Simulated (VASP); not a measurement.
Write the native input for VASP 6.6.1 that does the following.

```yaml
Task: single point
Functional: PBEsol
Potentials_or_basis: VASP PAW PBE potentials, release 64 (Ag)
Cutoff: 520 eV
k_mesh: 11 × 11 × 3
Occupations: fermi-dirac, width 0.05 eV
Spin: no spin polarisation
Dipole_correction: no
Further_INCAR_settings: ALGO = Normal; EDIFF = 1e-07; NBANDS = 30
```

The structure of Ag lies in POSCAR:

```
Ag
1.0
    2.8531935620      0.0000000000      0.0000000000
   -1.4265967810      2.4709381066      0.0000000000
    0.0000000000      0.0000000000      9.4528252184
Ag
4
Direct
    0.0000000000      0.0000000000      0.5000000000
    0.0000000000      0.0000000000      0.0000000000
    0.6666666667      0.3333333333      0.7500000000
    0.3333333333      0.6666666667      0.2500000000
```

These files were run (other wordings do the same):

INCAR

```
  PREC = Accurate
  ENCUT = 520
  EDIFF = 1E-7
  ISMEAR = -1
  SIGMA = 0.05
  LREAL = False
  LASPH = True
  NELM = 80
  ALGO = Normal
  ISIF = 2
  LWAVE = False
  LCHARG = False
  GGA = PS
  NBANDS = 30
```

KPOINTS

```
regular mesh
0
Gamma
  11 11 3
```

Potentials or basis: VASP PAW PBE potentials, release 64 (Ag).

Command:

```console
$ cat potpaw_PBE.64/Ag/POTCAR > POTCAR
$ mpirun -np 1 vasp_std > vasp.out
```

It gave:

* Pressure: -0.2 GPa
* Band gap on the k mesh: zero (band 22 reaches 11.30 eV, above the bottom of band 23 at 5.47 eV)

Caveat: the PAW data sets were made with another functional, which shifts forces and pressure a little.

It took 38 s on 1 thread of Intel(R) Xeon(R) Platinum 8259CL CPU @ 2.50GHz (Skylake/Cascade Lake), with other jobs on the host, peak memory 0.21 GiB.
